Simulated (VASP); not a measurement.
C, 10 atoms in the cell. Symmetry: R-3m, No. 166, trigonal system. The conventional cell has a = 2.457 Å, b = 2.457 Å, c = 30.949 Å, α = 90.00°, β = 90.00°, γ = 120.00°. Within 2.0 Å of C (site symmetry 3m) lie 4 C at 1.51 to 1.54 Å. C (site symmetry 3m) has 4 C at 1.51 to 1.54 Å within 2.0 Å. Within 2.0 Å of C (site symmetry 3m) lie 4 C at 1.51 to 1.54 Å. C (site symmetry 3m) has 4 C at 1.51 to 1.56 Å within 2.0 Å. Within 2.0 Å of C (site symmetry 3m) lie 4 C at 1.51 to 1.56 Å. 

* Program: VASP 6.6.1
* Task: single point
* Functional: PBEsol
* Potentials or basis: VASP PAW PBE potentials, release 64 (C)
* Cutoff: 520 eV
* k mesh: 12 × 12 × 12
* Occupations: gaussian, width 0.05 eV
* Spin: no spin polarisation
* Dipole correction: no
* Further INCAR settings: ALGO = Normal; EDIFF = 1e-06; NBANDS = 31

Potentials or basis: VASP PAW PBE potentials, release 64 (C).

The run is started by

```bash
$ cat potpaw_PBE.64/C/POTCAR > POTCAR
$ mpirun -np 1 vasp_std > vasp.out
```

Hardware: 1 thread of Intel(R) Xeon(R) 6975P-C (Granite Rapids), on a shared host.

Question: How long does it take, and how much memory?

Answer: It took 35 min on 1 thread of Intel(R) Xeon(R) 6975P-C (Granite Rapids), on a shared host, peak memory 0.95 GiB. Counts: scf iterations 12, k points 189.
